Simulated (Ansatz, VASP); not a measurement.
**One calculation of C, two programs**

INCAR

```
SYSTEM = C
PREC = Accurate ; ENCUT = 520
EDIFF = 1E-8 ; ISMEAR = -1
SIGMA = 0.08 ; LREAL = .False.
LASPH = .True. ; NELM = 60
ALGO = Normal ; ISIF = 2
LWAVE = .False. ; LCHARG = .False.
LEFG = .True. ; NBANDS = 11
```

The input KPOINTS:

```
regular mesh
0
Gamma
  20 20 20
  0 0 0
```

Contents of POSCAR:

```
C
1.0
    0.0000000000      1.7834000000      1.7298980000
    1.7834000000      0.0000000000      1.7298980000
    1.7834000000      1.7834000000      0.0000000000
C
2
Direct
    0.5000000000      0.5000000000      0.5000000000
    0.7500000000      0.7500000000      0.7500000000
```

Input for Ansatz:

```yaml
crystal:
  lattice:
    - [0.0, 1.7834, 1.729898]
    - [1.7834, 0.0, 1.729898]
    - [1.7834, 1.7834, 0.0]
  atoms:
    - { symbol: C, position: [0.5, 0.5, 0.5] }
    - { symbol: C, position: [0.75, 0.75, 0.75] }
kpoints:
  mp_grid: { grid: [20, 20, 20] }
scf:
  occupations: { method: fermi_dirac, width: 0.08 }
hamiltonian:
  xc: lda
  pseudopotentials: { kind: all_electron, datasets: crystal }
output:
  forces: true
  stress: true
  eigenvalues: true
  efg: { contact_densities: true }
```

Change from the starting cell: zz strain of -3 %, crystal datasets.

Alike in both runs: task electric field gradients; functional LDA; k mesh 20 × 20 × 20; occupations fermi-dirac, width 0.08 eV; no spin polarisation.

|  | VASP | Ansatz |
| --- | --- | --- |
| version | VASP 6.6.1 | Ansatz 0.2.0 |
| potentials or method | VASP PAW LDA potentials, release 64 (C), cutoff 520 eV | all-electron PAW with datasets made for the crystal, scalar-relativistic |

```csv
,VASP,Ansatz,Ansatz less VASP
gap on the k mesh at the Fermi level (eV),3.39,3.40,+0.006
pressure (GPa),2.0,0.5,-1.49
"traceless stress, the component that is largest in VASP (GPa)",18.78,18.83,+0.049
size of Vzz on the site where it differs most (V/Å²),1.1,1.3,+0.17
```

LDA's correlation is that of Perdew and Zunger in VASP and of Perdew and Wang (1992) in Ansatz. Ansatz ran all-electron here, and VASP with PAW potentials.
